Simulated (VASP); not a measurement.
# TaN (P6_3mc) in VASP: single point with PBE+U

Aim: the single point of TaN with PBE+U.

Everything below comes from runs of VASP 6.6.1. Logs are shortened: lines on timing, memory, paths and dates and some standing lists are left out, and cuts for length are marked.

## (1) The cell of the first run

The structure is hexagonal, space group P6_3mc (No. 186). Conventional cell: a = 3.050 Å, b = 3.050 Å, c = 4.940 Å, α = 90.00°, β = 90.00°, γ = 120.00°. Ta (site symmetry 3m) has 4 N at 1.85 to 1.90 Å within 2.5 Å. N (site symmetry 3m) has 4 Ta at 1.85 to 1.90 Å within 2.5 Å.

## (2) Single point, PBE+U, collinear spin

The input, INCAR:

```
PREC = Accurate
ENCUT = 600
EDIFF = 1E-6
ISMEAR = 0
SIGMA = 0.05
LREAL = F
LASPH = T
NELM = 200
ALGO = Normal
ISIF = 2
LWAVE = F
LCHARG = F
ISPIN = 2
MAGMOM = -0.02 -0.02 0 0
LORBIT = 11
LMAXMIX = 4
LDAU = T
LDAUTYPE = 2
LDAUL = 2 -1
LDAUU = 6 0
LDAUJ = 0 0
LDAUPRINT = 1
GGA = PE
NBANDS = 30
GGA_COMPAT = F
```

The input, KPOINTS:

```
regular mesh
0
Gamma
  7 7 4
```

The input, POSCAR:

```
TaN
1.0
    3.0500020400      0.0000000000      0.0000000000
   -1.5250010200      2.6413792500      0.0000000000
    0.0000000000      0.0000000000      4.9400015300
Ta N
2 2
Direct
    0.3333333333      0.6666666667      0.0000000000
    0.6666666667      0.3333333333      0.5000000000
    0.3333333333      0.6666666667      0.3850000000
    0.6666666667      0.3333333333      0.8850000000
```

Potentials or basis: VASP PAW PBE potentials, release 64 (Ta_sv_GW, N).

The run is started by

```
> cat potpaw_PBE.64/Ta_sv_GW/POTCAR potpaw_PBE.64/N/POTCAR > POTCAR
> mpirun -np 1 vasp_std > vasp.out
```

OUTCAR:

```text
PREC = Accurate
   ENCUT = 600
   EDIFF = 1E-6
   ISMEAR = 0
   LREAL = F
   LASPH = T
   NELM = 200
   ISIF = 2
   ISPIN = 2
   LORBIT = 11
   GGA = PE

 ion  position               nearest neighbor table
   1  0.333  0.667  0.000-   4 1.85   4 1.85   4 1.85   3 1.90   2 3.03   2 3.03   2 3.03   2 3.03
                             2 3.03   2 3.03
   2  0.667  0.333  0.500-   3 1.85   3 1.85   3 1.85   4 1.90   1 3.03   1 3.03   1 3.03   1 3.03
                             1 3.03   1 3.03
   3  0.333  0.667  0.385-   2 1.85   2 1.85   2 1.85   1 1.90
   4  0.667  0.333  0.885-   1 1.85   1 1.85   1 1.85   2 1.90

  LATTYP: Found a hexagonal cell.
 ALAT       =     3.0500020400
 C/A-ratio  =     1.6196715495

  Lattice vectors:

 A1 = (   3.0500020400,   0.0000000000,   0.0000000000)
 A2 = (  -1.5250010200,   2.6413792500,   0.0000000000)
 A3 = (   0.0000000000,   0.0000000000,   4.9400015300)

Analysis of symmetry for initial positions (statically):
=====================================================================
 Subroutine PRICEL returns:
 Original cell was already a primitive cell.

 Routine SETGRP: Setting up the symmetry group for a
 hexagonal supercell.

 Subroutine GETGRP returns: Found 12 space group operations
 (whereof  6 operations were pure point group operations)
 out of a pool of 24 trial point group operations.

The static configuration has the point symmetry C_3v.
 The point group associated with its full space group is C_6v.

Analysis of symmetry for dynamics (positions and initial velocities):
=====================================================================
 Subroutine PRICEL returns:
 Original cell was already a primitive cell.

 Routine SETGRP: Setting up the symmetry group for a
 hexagonal supercell.

 Subroutine GETGRP returns: Found 12 space group operations
 (whereof  6 operations were pure point group operations)
 out of a pool of 24 trial point group operations.

The dynamic configuration has the point symmetry C_3v.
 The point group associated with its full space group is C_6v.

Analysis of structural, dynamic, and magnetic symmetry:
=====================================================================
 Subroutine PRICEL returns:
 Original cell was already a primitive cell.

[... 218 lines left out ...]
  o =  0.3464  v =  0.8301 -0.0000 -0.0000 -0.5576  0.0000  0.0000  0.0000  0.0000  0.0000  0.0000      0.0000  0.0000  0.0000  0.0000  0.0000  0.0000  0.0000  0.0000  0.0000  0.0000
  o =  0.3464  v =  0.0000  0.5576 -0.0000 -0.0000 -0.8301  0.0000  0.0000  0.0000  0.0000  0.0000      0.0000  0.0000  0.0000  0.0000  0.0000  0.0000  0.0000  0.0000  0.0000  0.0000

 number of electron      36.0000002 magnetization       0.0002386

 Free energy of the ion-electron system (eV)
  ---------------------------------------------------
  ext. energy  EPLUGINS =         0.00000000
  ---------------------------------------------------
  free energy    TOTEN  =       -30.62308644 eV

  energy without entropy =      -30.61983101  energy(sigma->0) =      -30.62145872

 E-fermi :  15.0518     XC(G=0): -13.9366

 val. band max:       14.9503435223   @ k =   0.1429   0.0000   0.0000
 cond. band min:      15.0572942157   @ k =   0.1429   0.1429   0.5000
 fundamental gap:      0.1069506934
 Fermi energy:        15.0517736494

 spin component 1

 k-point     1 :       0.0000    0.0000    0.0000
  band No.  band energies     occupation
      1     -54.5118      1.00000
      2     -54.4191      1.00000
      3     -22.1635      1.00000
      4     -21.0729      1.00000
      5     -21.0729      1.00000
      6     -20.8884      1.00000
[... 781 lines left out ...]
     29      27.5596      0.00000
     30      27.5596      0.00000
 Fermi energy:        15.0517736494

 spin component 2

 k-point     1 :       0.0000    0.0000    0.0000
  band No.  band energies     occupation
      1     -54.5117      1.00000
      2     -54.4191      1.00000
      3     -22.1634      1.00000
      4     -21.0728      1.00000
      5     -21.0728      1.00000
      6     -20.8884      1.00000
[... 781 lines left out ...]
     29      27.5597      0.00000
     30      27.5597      0.00000

------------------------ aborting loop because EDIFF is reached ----------------------------------------

  FORCE on cell =-STRESS in cart. coord.  units (eV):
  Direction    XX          YY          ZZ          XY          YZ          ZX
  --------------------------------------------------------------------------------------
  -------------------------------------------------------------------------------------
  Total       42.9674313     42.9674313     38.5275129     -0.0000000     -0.0000000      0.0000000
  in kB     1729.7844878   1729.7844901   1551.0420870     -0.0000000     -0.0000000      0.0000000
  external PRESSURE =    1670.2036883 kB  Pullay stress =       0.0000000 kB

 VOLUME and BASIS-vectors are now :
 -----------------------------------------------------------------------------
  energy-cutoff  :      600.00
  volume of cell :       39.80
      direct lattice vectors                 reciprocal lattice vectors
     3.050002040  0.000000000  0.000000000     0.327868633  0.189295043  0.000000000
    -1.525001020  2.641379250  0.000000000     0.000000000  0.378590087  0.000000000
     0.000000000  0.000000000  4.940001530     0.000000000  0.000000000  0.202429087

 POSITION                                       TOTAL-FORCE (eV/Angst)
 -----------------------------------------------------------------------------------
     -0.00000      1.76092      0.00000         0.000000     -0.000000      2.419959
      1.52500      0.88046      2.47000        -0.000000     -0.000000      2.419959
     -0.00000      1.76092      1.90190        -0.000000      0.000000     -2.419959
      1.52500      0.88046      4.37190         0.000000     -0.000000     -2.419959
 -----------------------------------------------------------------------------------
    total drift:                               -0.000000      0.000000      0.000661

  FREE ENERGIE OF THE ION-ELECTRON SYSTEM (eV)
  ---------------------------------------------------
  free  energy   TOTEN  =       -30.6230864359 eV

  energy  without entropy=      -30.6198310140  energy(sigma->0) =      -30.62145872

 total charge

# of ion       s       p       d       f       tot
--------------------------------------------------
    1        3.410   6.106   2.714   0.246  12.477
    2        3.410   6.106   2.714   0.246  12.477
    3        1.305   2.796   0.000   0.000   4.101
    4        1.305   2.796   0.000   0.000   4.101
--------------------------------------------------
tot          9.431  17.804   5.429   0.492  33.155

 magnetization (x)

# of ion       s       p       d       f       tot
--------------------------------------------------
    1       -0.000   0.000   0.000   0.000   0.000
    2       -0.000   0.000   0.000   0.000   0.000
    3       -0.000  -0.000   0.000   0.000  -0.000
    4       -0.000  -0.000   0.000   0.000  -0.000
--------------------------------------------------
tot         -0.000  -0.000   0.000   0.000   0.000
```

OSZICAR:

```text
N       E                     dE             d eps       ncg     rms          rms(c)
DAV:   1     0.329441420318E+03    0.32944E+03   -0.23762E+04  2880   0.136E+03
DAV:   2    -0.188932232853E+02   -0.34833E+03   -0.33589E+03  3610   0.394E+02
DAV:   3    -0.398154287821E+02   -0.20922E+02   -0.20808E+02  3636   0.925E+01
[... 11 lines left out ...]
DAV:  15    -0.306230931787E+02   -0.29825E-03   -0.42913E-04  3136   0.123E-01    0.149E+00
DAV:  16    -0.306230789470E+02    0.14232E-04   -0.67649E-05  3260   0.612E-02    0.202E-01
DAV:  17    -0.306230854618E+02   -0.65148E-05   -0.19661E-05  3504   0.288E-02    0.257E-01
DAV:  18    -0.306230867351E+02   -0.12733E-05   -0.15765E-06  2156   0.667E-03    0.154E-01
DAV:  19    -0.306230864359E+02    0.29915E-06   -0.10952E-06  1548   0.657E-03
   1 F= -.30623086E+02 E0= -.30621459E+02  d E =-.325542E-02  mag=     0.0003
```

stdout:

```text
POSCAR found type information on POSCAR TaN
 POSCAR found :  2 types and       4 ions
 scaLAPACK will be used
 LDA part: xc-table for (Slater+PW92), standard interpolation
 POSCAR, INCAR and KPOINTS ok, starting setup
 FFT: planning ... GRIDC
 FFT: planning ... GRID_SOFT
 FFT: planning ... GRID
 WAVECAR not read
 entering main loop
```

It took 82 s on 1 thread of AMD EPYC 7R13 (Zen 3), shared host; peak memory 0.18 GiB.

Results:

* Free energy: -30.6231 eV
* Pressure: 167.0 GPa
* Largest force: 2.420 eV/Å
* Band gap on the k mesh: zero (filled and empty bands overlap)
* Net moment: 0.00 μB per cell
* Valence electrons inside the program's atomic spheres: Ta 12.48; N 4.10

Forces in eV/Å, atoms in the order of the input:
```
Ta   0.000  0.000  2.420
Ta   0.000  0.000  2.420
N    0.000  0.000 -2.420
N    0.000  0.000 -2.420
```

Levels at points of the mesh, in eV from the Fermi level:
Spin up:
```csv
k point,band 16,band 17,band 18,band 19,band 20,band 21
"(0.00, 0.00, 0.00)",-8.07,-1.02,-0.31,-0.31,1.79,3.02
"(0.00, 0.00, 0.50)",-8.66,1.26,1.26,1.73,1.73,1.73
```
Spin down:
| k point | band 14 | band 15 | band 16 | band 17 | band 18 | band 19 | band 20 | band 21 | band 22 | band 23 |
| --- | --- | --- | --- | --- | --- | --- | --- | --- | --- | --- |
| (0.00, 0.00, 0.00) | -8.19 | -8.07 | -8.07 | -1.02 | -0.31 | -0.31 | 1.79 | 3.02 | 3.02 | 4.02 |
| (0.00, 0.00, 0.50) | -8.66 | -8.66 | -8.66 | 1.26 | 1.26 | 1.73 | 1.73 | 1.73 | 1.73 | 6.23 |

Eigenvalues of the final occupation matrices:
```tsv
site	spin	trace	eigenvalues
site 1 d	1	1.39	0.19 0.19 0.32 0.35 0.35
site 1 d	2	1.39	0.19 0.19 0.32 0.35 0.35
site 2 d	1	1.39	0.19 0.19 0.32 0.35 0.35
site 2 d	2	1.39	0.19 0.19 0.32 0.35 0.35
```

Caveat: the stress differs along the axes, from 155 to 173 GPa; spin-orbit coupling is left out, which moves the levels of the heavy elements; forces of over 1 eV/Å act on the atoms, so gaps and moduli don't describe the material at rest.

The gap in the log of VASP goes by the Fermi energy; the results here count the filled bands.